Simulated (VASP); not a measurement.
# ZnSe (NiAs type) (P6_3/mmc) in VASP: notebook

Runs on ZnSe (NiAs type). Level: PBE. Tasks: single point.

Program: VASP 6.6.1. These are calculated values, not measurements. Logs are shortened: lines on timing, memory, paths and dates and some standing lists are left out, and cuts for length are marked.

## Step 1: The cell of the first run

It takes space group P6_3/mmc (No. 194, hexagonal). The conventional cell has a = 3.229 Å, b = 3.229 Å, c = 5.534 Å, α = 90.00°, β = 90.00°, γ = 120.00°. Zn (site symmetry -3m) has 6 Se at 2.32 Å and 2 Zn at 2.77 Å within 3.1 Å. Within 3.1 Å of Se (site symmetry -6m2) lie 6 Zn at 2.32 Å.

## Step 2: Single point, PBE (volume scaled by 0.64)

INCAR reads:

```
SYSTEM = ZnSe
PREC = Accurate
ENCUT = 520
EDIFF = 1E-6
ISMEAR = -1
SIGMA = 0.08
LREAL = .False.
LASPH = .True.
NELM = 80
ALGO = Normal
ISIF = 2
LWAVE = .False.
LCHARG = .False.
GGA = PE
NBANDS = 26
```

KPOINTS reads:

```
Automatic mesh
0
Gamma
  10 10 6
  0 0 0
```

POSCAR reads:

```
ZnSe
1.0
    3.2291515499      0.0000000000      0.0000000000
   -1.6145757750      2.7965272749      0.0000000000
    0.0000000000      0.0000000000      5.5340720278
Zn Se
2 2
Direct
    0.0000000000      0.0000000000      0.0000000000
    0.0000000000      0.0000000000      0.5000000000
    0.3333333333      0.6666666667      0.2500000000
    0.6666666667      0.3333333333      0.7500000000
```

Potentials or basis: VASP PAW PBE potentials, release 64 (Zn, Se).

Run with:

```bash
$ cat potpaw_PBE.64/Zn/POTCAR potpaw_PBE.64/Se/POTCAR > POTCAR
$ mpirun -np 1 vasp_std > vasp.out
```

OUTCAR:

```text
SYSTEM = ZnSe
   PREC = Accurate
   ENCUT = 520
   EDIFF = 1E-6
   ISMEAR = -1
   LREAL = .False.
   LASPH = .True.
   NELM = 80
   ISIF = 2
   GGA = PE

 ion  position               nearest neighbor table
   1  0.000  0.000  0.000-   3 2.32   4 2.32   4 2.32   3 2.32   4 2.32   3 2.32   2 2.77   2 2.77

   2  0.000  0.000  0.500-   3 2.32   4 2.32   4 2.32   3 2.32   4 2.32   3 2.32   1 2.77   1 2.77

   3  0.333  0.667  0.250-   1 2.32   2 2.32   1 2.32   2 2.32   1 2.32   2 2.32
   4  0.667  0.333  0.750-   1 2.32   2 2.32   1 2.32   2 2.32   1 2.32   2 2.32

  LATTYP: Found a hexagonal cell.
 ALAT       =     3.2291515499
 C/A-ratio  =     1.7137851669

  Lattice vectors:

 A1 = (   3.2291515499,   0.0000000000,   0.0000000000)
 A2 = (  -1.6145757750,   2.7965272749,   0.0000000000)
 A3 = (   0.0000000000,   0.0000000000,   5.5340720278)

Analysis of symmetry for initial positions (statically):
=====================================================================
 Subroutine PRICEL returns:
 Original cell was already a primitive cell.

 Routine SETGRP: Setting up the symmetry group for a
 hexagonal supercell.

 Subroutine GETGRP returns: Found 24 space group operations
 (whereof 12 operations were pure point group operations)
 out of a pool of 24 trial point group operations.

The static configuration has the point symmetry D_3d.
 The point group associated with its full space group is D_6h.

Analysis of symmetry for dynamics (positions and initial velocities):
=====================================================================
 Subroutine PRICEL returns:
 Original cell was already a primitive cell.

 Routine SETGRP: Setting up the symmetry group for a
 hexagonal supercell.

 Subroutine GETGRP returns: Found 24 space group operations
 (whereof 12 operations were pure point group operations)
 out of a pool of 24 trial point group operations.

The dynamic configuration has the point symmetry D_3d.
 The point group associated with its full space group is D_6h.

 Subroutine INISYM returns: Found 24 space group operations
 (whereof 12 operations are pure point group operations),
 and found     1 'primitive' translations

----------------------------------------------------------------------------------------

                                     Primitive cell

  volume of cell :      49.9749

  direct lattice vectors                    reciprocal lattice vectors
     3.229151550  0.000000000  0.000000000     0.309678869  0.178793178  0.000000000
    -1.614575775  2.796527275  0.000000000     0.000000000  0.357586357  0.000000000
     0.000000000  0.000000000  5.534072028     0.000000000  0.000000000  0.180698768

  length of vectors
     3.229151550  3.229151550  5.534072028     0.357586357  0.357586357  0.180698768

  position of ions in fractional coordinates (direct lattice)
     0.000000000  0.000000000  0.000000000
     0.000000000  0.000000000  0.500000000
     0.333333333  0.666666667  0.250000000
     0.666666667  0.333333333  0.750000000

  ion indices of the primitive-cell ions
   primitive index   ion index
                 1           1
                 2           2
                 3           3
                 4           4

----------------------------------------------------------------------------------------

 KPOINTS: Automatic mesh

Automatic generation of k-mesh.
 Grid dimensions read from file:
 generate k-points for:   10   10    6

 Generating k-lattice:

  Cartesian coordinates                     Fractional coordinates (reciprocal lattice)
     0.030967887  0.017879318  0.000000000     0.100000000 -0.000000000  0.000000000
     0.000000000  0.035758636  0.000000000     0.000000000  0.100000000  0.000000000
     0.000000000  0.000000000  0.030116461     0.000000000  0.000000000  0.166666667

  Length of vectors
     0.035758636  0.035758636  0.030116461

  Shift w.r.t. Gamma in fractional coordinates (k-lattice)
     0.000000000  0.000000000  0.000000000

 Subroutine IBZKPT returns following result:
 ===========================================

 Found     56 irreducible k-points:

 Following reciprocal coordinates:
            Coordinates               Weight
  0.000000  0.000000  0.000000      1.000000
  0.100000  0.000000  0.000000      6.000000
  0.200000  0.000000  0.000000      6.000000
  0.300000 -0.000000  0.000000      6.000000
  0.400000 -0.000000  0.000000      6.000000
  0.500000  0.000000  0.000000      3.000000
[... 16 lines left out ...]
  0.300000  0.100000  0.166667     24.000000
  0.400000  0.100000  0.166667     24.000000
 [... further k-points ...]
   k-points           NKPTS =     56   k-points in BZ     NKDIM =     56   number of bands    NBANDS=     26
   number of dos      NEDOS =    301   number of ions     NIONS =      4
   total plane-waves  NPLWV =  24192
   dimension x,y,z NGX =    24 NGY =   24 NGZ =   42
   dimension x,y,z NGXF=    48 NGYF=   48 NGZF=   84
   ions per type =               2   2
   NGX,Y,Z   is equivalent  to a cutoff of  12.36, 12.36, 12.62 a.u.
   NGXF,Y,Z  is equivalent  to a cutoff of  24.71, 24.71, 25.23 a.u.
 SYSTEM =  ZnSe
   PREC   = accura    normal or accurate (medium, high low for compatibility)
   ISTART =      0    job   : 0-new  1-cont  2-samecut
   ICHARG =      2    charge: 1-file 2-atom 10-const
   ISPIN  =      1    spin polarized calculation?
   LNONCOLLINEAR =      F non collinear calculations
   LSORBIT =      F    spin-orbit coupling
   LASPH  =      T    aspherical Exc in radial PAW
   ENCUT  =  520.0 eV  38.22 Ry    6.18 a.u.   6.00  6.00 10.29*2*pi/ulx,y,z
   NELM   =     80;   NELMIN=  2; NELMDL= -5     # of ELM steps
   EDIFF  = 0.1E-05   stopping-criterion for ELM
   LREAL  =      F    real-space projection
   EDIFFG = 0.1E-04   stopping-criterion for IOM
   NSW    =      0    number of steps for IOM
   IBRION =     -1    ionic relax: 0-MD 1-quasi-New 2-CG
   NFREE  =      0    steps in history (QN), initial steepest desc. (CG)
   ISIF   =      2    stress and relaxation
   ISYM   =      2    0-nonsym 1-usesym 2-fastsym
   POTIM  = 0.5000    time-step for ionic-motion
   TEBEG  =    0.0;   TEEND  =   0.0 temperature during run
   PSTRESS=    0.0 pullay stress
   NELECT =      36.0000    total number of electrons
   NUPDOWN=      -1.0000    fix difference up-down
   EMIN   =  10.00;   EMAX   =-10.00  energy-range for DOS
   EFERMI =   0.00;   METHOD = LEGACY
   ISMEAR =    -1;   SIGMA  =   0.08  broadening in eV -4-tet -1-fermi 0-gaus
   EFERMI_NEDOS =   21; number of points for ismear=-14 and -15
   IALGO  =     38    algorithm
   IMIX   =      4    mixing-type and parameters
     AMIX     =   0.40;   BMIX     =  1.00
     AMIX_MAG =   1.60;   BMIX_MAG =  1.00
  volume/ion in A,a.u.               =      12.49        84.31
  Fermi-wavevector in a.u.,A,eV,Ry     =   1.467545  2.773259 29.302727  2.153690
  Thomas-Fermi vector in A             =   2.583150
   LORBIT       =      0    0 simple, 1 ext, 2 COOP (PROOUT), +10 PAW based schemes
   GGA     = PE    functional components
   LHFCALC =     F    Hartree Fock is set to
   AEXX    =    0.0000 exact exchange contribution
   IVDW    =     0    specifies the selected vdW correction
   LEPSILON=     F    determine dielectric tensor
   LRPA    =     F    only Hartree local field effects (RPA)
 non-spin polarized calculation
  energy-cutoff  :      520.00
  volume of cell :       49.97
 maximum number of plane-waves:      1380
   NGX = 13   NGY = 13   NGZ = 21

 number of electron      36.0000021 magnetization

 Free energy of the ion-electron system (eV)
  ---------------------------------------------------
  ext. energy  EPLUGINS =         0.00000000
  ---------------------------------------------------
  free energy    TOTEN  =        -5.65071079 eV

  energy without entropy =       -5.63915175  energy(sigma->0) =       -5.64493127

 E-fermi :   8.5910     XC(G=0): -12.6262

 val. band max:        8.5721376705   @ k =   0.3000  -0.0000   0.0000
 cond. band min:       8.5914758175   @ k =   0.0000   0.0000   0.1667
 fundamental gap:      0.0193381470
 Fermi energy:         8.5910452739

 k-point     1 :       0.0000    0.0000    0.0000
  band No.  band energies     occupation
      1      -9.7353      2.00000
      2      -6.9722      2.00000
      3      -2.5420      2.00000
      4      -0.6101      2.00000
      5      -0.6101      2.00000
      6      -0.4441      2.00000
[... 18 lines left out ...]
     25      17.3903      0.00000
     26      18.2358      0.00000

 k-point     2 :       0.1000    0.0000    0.0000
  band No.  band energies     occupation
      1      -9.5672      2.00000
      2      -6.8867      2.00000
      3      -2.3610      2.00000
      4      -0.5958      2.00000
      5      -0.5924      2.00000
      6      -0.4415      2.00000
[... 18 lines left out ...]
     25      16.4336      0.00000
     26      16.7159      0.00000

 k-point     3 :       0.2000    0.0000    0.0000
  band No.  band energies     occupation
      1      -9.0740      2.00000
      2      -6.6566      2.00000
      3      -1.8445      2.00000
      4      -0.5809      2.00000
      5      -0.5412      2.00000
      6      -0.4710      2.00000
[... 18 lines left out ...]
     25      16.9495      0.00000
     26      17.3044      0.00000

 k-point     4 :       0.3000   -0.0000    0.0000
  band No.  band energies     occupation
      1      -8.2990      2.00000
      2      -6.3732      2.00000
      3      -1.1561      2.00000
      4      -0.8582      2.00000
      5      -0.6081      2.00000
      6      -0.4569      2.00000
[... 18 lines left out ...]
     25      18.6250      0.00000
     26      19.2600      0.00000
[... 496 lines left out ...]
      1      -8.4972      2.00000
      2      -6.6787      2.00000
      3      -1.3166      2.00000
      4      -0.6872      2.00000
      5      -0.4986      2.00000
      6      -0.4071      2.00000
[... 18 lines left out ...]
     25      17.7060      0.00000
     26      18.3735      0.00000

 k-point    23 :       0.3000    0.1000    0.1667
  band No.  band energies     occupation
      1      -7.6490      2.00000
      2      -6.3495      2.00000
      3      -1.2647      2.00000
      4      -0.9919      2.00000
      5      -0.6355      2.00000
      6      -0.4226      2.00000
[... 18 lines left out ...]
     25      18.5206      0.00000
     26      19.6785      0.00000

 k-point    24 :       0.4000    0.1000    0.1667
  band No.  band energies     occupation
      1      -6.7881      2.00000
      2      -6.2860      2.00000
      3      -2.0234      2.00000
      4      -0.9085      2.00000
      5      -0.6991      2.00000
      6      -0.4069      2.00000
[... 18 lines left out ...]
     25      20.2498      0.00000
     26      20.5427      0.00000

 [... further k-points ...]
[... 5 lines left out ...]
  --------------------------------------------------------------------------------------
  -------------------------------------------------------------------------------------
  Total       27.3727881     27.3727881     27.4196771     -0.0000000      0.0000000      0.0000000
  in kB      877.5610173    877.5610173    879.0642623     -0.0000000      0.0000000      0.0000000
  external PRESSURE =     878.0620989 kB  Pullay stress =       0.0000000 kB

 VOLUME and BASIS-vectors are now :
 -----------------------------------------------------------------------------
  energy-cutoff  :      520.00
  volume of cell :       49.97
      direct lattice vectors                 reciprocal lattice vectors
     3.229151550  0.000000000  0.000000000     0.309678869  0.178793178  0.000000000
    -1.614575775  2.796527275  0.000000000     0.000000000  0.357586357  0.000000000
     0.000000000  0.000000000  5.534072028     0.000000000  0.000000000  0.180698768

 POSITION                                       TOTAL-FORCE (eV/Angst)
 -----------------------------------------------------------------------------------
      0.00000      0.00000      0.00000        -0.000000     -0.000000     -0.000000
      0.00000      0.00000      2.76704        -0.000000     -0.000000     -0.000000
     -0.00000      1.86435      1.38352         0.000000     -0.000000     -0.000000
      1.61458      0.93218      4.15055        -0.000000      0.000000      0.000000
 -----------------------------------------------------------------------------------
    total drift:                               -0.000000      0.000000      0.000000

  FREE ENERGIE OF THE ION-ELECTRON SYSTEM (eV)
  ---------------------------------------------------
  free  energy   TOTEN  =        -5.6507107859 eV

  energy  without entropy=       -5.6391517497  energy(sigma->0) =       -5.64493127
```

Wall time 1.7 min (1 thread of AMD EPYC 7R13, shared host); peak memory 0.18 GiB.

What came out:

```yaml
Free_energy: -5.6507 eV
Pressure: 87.8 GPa
Band_gap_on_the_k_mesh: zero (band 18 reaches 8.75 eV, above the bottom of band 19 at 7.46 eV)
```

Stress tensor (GPa, compression positive):
```
87.76  0.00  0.00
 0.00 87.76  0.00
 0.00  0.00 87.91
```

Caveat: the cell differs from its parent crystal (volume scaled by 0.64).

## Step 3: Single point, PBE

This run uses another cell than the first one, of 14.06 Å³/atom, 1.125 times its volume.

INCAR reads:

```
PREC = Accurate ; ENCUT = 520
EDIFF = 1E-7 ; ISMEAR = -1
SIGMA = 0.08 ; LREAL = False
LASPH = True ; NELM = 80
ALGO = Normal ; ISIF = 2
LWAVE = False ; LCHARG = False
GGA = PE ; NBANDS = 26
```

KPOINTS reads:

```
Automatic mesh
0
Gamma
  10 10 6
```

POSCAR reads:

```
ZnSe
1.0
    3.3826550913      0.0000000000      0.0000000000
   -1.6913275456      2.9294652413      0.0000000000
    0.0000000000      0.0000000000      5.6736004693
Zn Se
2 2
Direct
    0.0000000000      0.0000000000      0.0000000000
    0.0000000000      0.0000000000      0.5000000000
    0.3333333333      0.6666666667      0.2500000000
    0.6666666667      0.3333333333      0.7500000000
```

Potentials or basis: VASP PAW PBE potentials, release 64 (Zn, Se).

Run with:

```bash
$ cat potpaw_PBE.64/Zn/POTCAR potpaw_PBE.64/Se/POTCAR > POTCAR
$ mpirun -np 1 vasp_std > vasp.out
```

OUTCAR:

```text
PREC = Accurate
   ENCUT = 520
   EDIFF = 1E-7
   ISMEAR = -1
   LREAL = False
   LASPH = True
   NELM = 80
   ISIF = 2
   GGA = PE

 ion  position               nearest neighbor table
   1  0.000  0.000  0.000-   3 2.41   4 2.41   3 2.41   4 2.41   4 2.41   3 2.41   2 2.84   2 2.84

   2  0.000  0.000  0.500-   3 2.41   4 2.41   3 2.41   4 2.41   4 2.41   3 2.41   1 2.84   1 2.84

   3  0.333  0.667  0.250-   1 2.41   2 2.41   1 2.41   2 2.41   1 2.41   2 2.41
   4  0.667  0.333  0.750-   1 2.41   2 2.41   1 2.41   2 2.41   1 2.41   2 2.41

  LATTYP: Found a hexagonal cell.
 ALAT       =     3.3826550913
 C/A-ratio  =     1.6772624806

  Lattice vectors:

 A1 = (   3.3826550913,   0.0000000000,   0.0000000000)
 A2 = (  -1.6913275456,   2.9294652413,   0.0000000000)
 A3 = (   0.0000000000,   0.0000000000,   5.6736004693)

Analysis of symmetry for initial positions (statically):
=====================================================================
 Subroutine PRICEL returns:
 Original cell was already a primitive cell.

 Routine SETGRP: Setting up the symmetry group for a
 hexagonal supercell.
[... 167 lines left out ...]
  ext. energy  EPLUGINS =         0.00000000
  ---------------------------------------------------
  free energy    TOTEN  =        -8.26661653 eV

  energy without entropy =       -8.25471141  energy(sigma->0) =       -8.26066397

 E-fermi :   6.8652     XC(G=0): -11.9909

 val. band max:        6.8231603782   @ k =   0.3000  -0.0000   0.0000
 cond. band min:       6.8738278929   @ k =   0.4000   0.2000   0.0000
 fundamental gap:      0.0506675147
 Fermi energy:         6.8652219935

 k-point     1 :       0.0000    0.0000    0.0000
  band No.  band energies     occupation
      1      -9.9886      2.00000
      2      -7.6020      2.00000
      3      -2.8863      2.00000
      4      -1.5191      2.00000
      5      -1.5191      2.00000
      6      -1.3601      2.00000
[... 685 lines left out ...]
     25      17.9267      0.00000
     26      18.2289      0.00000

 [... further k-points ...]
[... 5 lines left out ...]
  --------------------------------------------------------------------------------------
  -------------------------------------------------------------------------------------
  Total       17.4448244     17.4448244     17.4419673      0.0000000     -0.0000000     -0.0000000
  in kB      497.1327431    497.1327431    497.0513211      0.0000000     -0.0000000     -0.0000000
  external PRESSURE =     497.1056024 kB  Pullay stress =       0.0000000 kB

 VOLUME and BASIS-vectors are now :
 -----------------------------------------------------------------------------
  energy-cutoff  :      520.00
  volume of cell :       56.22
      direct lattice vectors                 reciprocal lattice vectors
     3.382655091  0.000000000  0.000000000     0.295625765  0.170679615  0.000000000
    -1.691327546  2.929465241  0.000000000     0.000000000  0.341359230  0.000000000
     0.000000000  0.000000000  5.673600469     0.000000000  0.000000000  0.176254921

 POSITION                                       TOTAL-FORCE (eV/Angst)
 -----------------------------------------------------------------------------------
      0.00000      0.00000      0.00000         0.000000     -0.000000     -0.000000
      0.00000      0.00000      2.83680         0.000000     -0.000000     -0.000000
     -0.00000      1.95298      1.41840         0.000000      0.000000      0.000000
      1.69133      0.97649      4.25520        -0.000000     -0.000000     -0.000000
 -----------------------------------------------------------------------------------
    total drift:                               -0.000000      0.000000      0.000000

  FREE ENERGIE OF THE ION-ELECTRON SYSTEM (eV)
  ---------------------------------------------------
  free  energy   TOTEN  =        -8.2666165333 eV

  energy  without entropy=       -8.2547114070  energy(sigma->0) =       -8.26066397
```

stdout:

```text
POSCAR found type information on POSCAR ZnSe
 POSCAR found :  2 types and       4 ions
 scaLAPACK will be used
 LDA part: xc-table for (Slater+PW92), standard interpolation
 POSCAR, INCAR and KPOINTS ok, starting setup
 FFT: planning ... GRIDC
 FFT: planning ... GRID_SOFT
 FFT: planning ... GRID
 WAVECAR not read
 entering main loop
```

Run time: 2.2 min. Hardware: 1 thread of AMD EPYC 7R13, shared host; peak memory 0.19 GiB.

What came out:

```yaml
Free_energy: -8.2666 eV
Pressure: 49.7 GPa
Band_gap_on_the_k_mesh: zero (band 18 reaches 6.93 eV, above the bottom of band 19 at 6.08 eV)
```
